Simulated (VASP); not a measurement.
TaAl5:

```
Ta Al
1.0
     4.59237    0.00000    0.00000
     0.00000    4.59237    0.00000
     0.00000    0.00000    4.59237
Ta Al
1 5
Direct
  0.50000 0.50000 0.50000
  0.24698 0.24698 0.24698
  0.75302 0.75302 0.24698
  0.75302 0.24698 0.75302
  0.24698 0.75302 0.75302
  0.00000 0.00000 0.00000
```

- Program: VASP 6.6.1
- Task: relaxation of cell and atoms
- Functional: PBE
- Potentials or basis: VASP PAW PBE potentials, release 64 (Ta_pv, Al)
- Cutoff: 600 eV
- k mesh: 4 × 4 × 4
- Occupations: gaussian, width 0.1 eV
- Spin: no spin polarisation

At the start: pressure 82.1 GPa; volume 16.14 Å³/atom.

**Question.** How do energy, volume and symmetry change on relaxing?

**Answer.** Over 7 steps the energy falls by 2704.2 meV/atom and the volume is 33.53 Å³/atom (+107.7 %); space group P-43m (No. 215, to 0.05 Å).

Step by step:
| step | energy change (eV) | largest force (eV/Å) | pressure (GPa) | volume (Å³) |
| --- | --- | --- | --- | --- |
| 1 | 0.0000 | 2.0202 | 82.13 | 96.85 |
| 2 | -14.5951 | 1.0819 | -5.31 | 265.32 |
| 3 | -16.0861 | 0.9368 | 1.05 | 194.36 |
| 4 | -16.0924 | 0.9892 | -0.04 | 200.54 |
| 5 | -16.0949 | 0.9685 | 0.39 | 197.96 |
| 6 | -16.2103 | 0.3166 | 0.17 | 200.07 |
| 7 | -16.2251 | 0.0084 | 0.11 | 201.17 |

Final structure:
```xyz
6
Lattice="5.8594 0.0000 0.0000 0.0000 5.8594 0.0000 0.0000 0.0000 5.8594" Properties=species:S:1:pos:R:3 pbc="T T T"
Ta    2.9297    2.9297    2.9297
Al    1.4304    1.4304    1.4304
Al    4.4290    4.4290    1.4304
Al    4.4290    1.4304    4.4290
Al    1.4304    4.4290    4.4290
Al    0.0000    0.0000    0.0000
```

Caveat: the volume moved by over 15 % at a fixed basis, so the end points are rough.
